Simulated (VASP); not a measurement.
Write the native input for VASP 6.6.1 that does the following.

| Quantity | Value |
| --- | --- |
| Task | single point |
| Functional | PBE |
| Potentials or basis | VASP PAW PBE potentials, release 64 (Mg, B) |
| Cutoff | 520 eV |
| k mesh | 5 × 5 × 5 |
| Occupations | fermi-dirac, width 0.05 eV |
| Spin | no spin polarisation |
| Dipole correction | no |
| Further INCAR settings | ALGO = Normal; EDIFF = 1e-06; NBANDS = 10 |

The structure of MgB lies in POSCAR:

```
MgB
1.0
    2.8951500000      0.0000000000      0.0000000000
    0.0000000000      2.8951500000      0.0000000000
    0.0000000000      0.0000000000      2.8951500000
Mg B
1 1
Direct
    0.0000000000      0.0000000000      0.0000000000
    0.5000000000      0.5000000000      0.5000000000
```

The input as run:

INCAR

```
SYSTEM = MgB
PREC = Accurate
ENCUT = 520
EDIFF = 1E-6
ISMEAR = -1
SIGMA = 0.05
LREAL = .False.
LASPH = .True.
NELM = 60
ALGO = Normal
ISIF = 2
LWAVE = .False.
LCHARG = .True.
GGA = PE
LELF = .True.
LVHAR = .True.
NBANDS = 10
```

KPOINTS

```
Automatic mesh
0
Gamma
  5 5 5
  0 0 0
```

Potentials or basis: VASP PAW PBE potentials, release 64 (Mg, B).

Run with:

```bash
$ cat potpaw_PBE.64/Mg/POTCAR potpaw_PBE.64/B/POTCAR > POTCAR
$ mpirun -np 1 vasp_std > vasp.out
```

Results of the run:

- Pressure: 0.5 GPa

Caveat: the k points lie up to 0.43 Å⁻¹ apart.

Run time: 3.4 s on 1 thread of Intel Xeon 8259CL, with other jobs on the host, peak memory 0.13 GiB.
